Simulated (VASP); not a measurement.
Input of a VASP 6.6.1 run:

File INCAR:

```
SYSTEM = NaI
ALGO = Normal ; EDIFF = 1E-6
ENCUT = 520 ; GGA = PE
ISIF = 2 ; ISMEAR = 0
LASPH = .TRUE. ; LCHARG = .FALSE.
LREAL = .FALSE. ; LWAVE = .FALSE.
NBANDS = 14 ; NELM = 100
PREC = Accurate ; SIGMA = 0.01
```

The input KPOINTS:

```
k-points
0
G
  4 4 4
  0 0 0
```

POSCAR

```
NaI
1.0
    0.0000000000      3.1974233064      3.2458691141
    3.1974233064      0.0000000000      3.2458691141
    3.1974233064      3.1974233064      0.0000000000
Na I
1 1
Direct
    0.0000000000      0.0000000000      0.0000000000
    0.5000000000      0.5000000000      0.5000000000
```

Potentials or basis: VASP PAW PBE potentials, release 64 (Na_pv, I).

Command:

```bash
$ cat potpaw_PBE.64/Na_pv/POTCAR potpaw_PBE.64/I/POTCAR > POTCAR
$ mpirun -np 1 vasp_std > vasp.out
```

Task: Estimate the pressure.

Result: 0.9 GPa.

Task: Predict the band gap on the k mesh.

Result: 3.69 eV, direct.

Stress tensor (GPa, compression positive):
```
1.03 0.00 0.00
0.00 1.03 0.00
0.00 0.00 0.61
```

Caveat: the k points lie up to 0.42 Å⁻¹ apart; the cell differs from its parent crystal (epitaxial xy strain -1.0%); spin-orbit coupling is left out, which moves the levels of the heavy elements.
